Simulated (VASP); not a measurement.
Here is a VASP 6.6.1 calculation.

INCAR

```
SYSTEM = HfC
  PREC = Accurate
  ENCUT = 520
  EDIFF = 1E-6
  ISMEAR = 0
  SIGMA = 0.016
  LREAL = .False.
  LASPH = .True.
  NELM = 60
  ALGO = Normal
  ISIF = 2
  LWAVE = .False.
  LCHARG = .False.
  GGA = PE
  NBANDS = 14
```

File KPOINTS:

```
Automatic mesh
0
Gamma
  10 10 10
  0 0 0
```

Contents of POSCAR:

```
HfC
1.0
    0.0000000000      2.3250000000      2.3250000000
    2.3250000000      0.0000000000      2.3250000000
    2.3250000000      2.3250000000      0.0000000000
Hf C
1 1
Direct
    0.5000000000      0.5000000000      0.5000000000
    0.0000000000      0.0000000000      0.0000000000
```

Potentials or basis: VASP PAW PBE potentials, release 64 (Hf_pv, C).

Run with:

```console
$ cat potpaw_PBE.64/Hf_pv/POTCAR potpaw_PBE.64/C/POTCAR > POTCAR
$ mpirun -np 1 vasp_std > vasp.out
```

What does it give for the band gap on the k mesh?

Zero (band 7 reaches 6.95 eV, above the bottom of band 8 at 5.55 eV).

Estimate the pressure.

-0.5 GPa.

Caveat: spin-orbit coupling is left out, which moves the levels of the heavy elements.
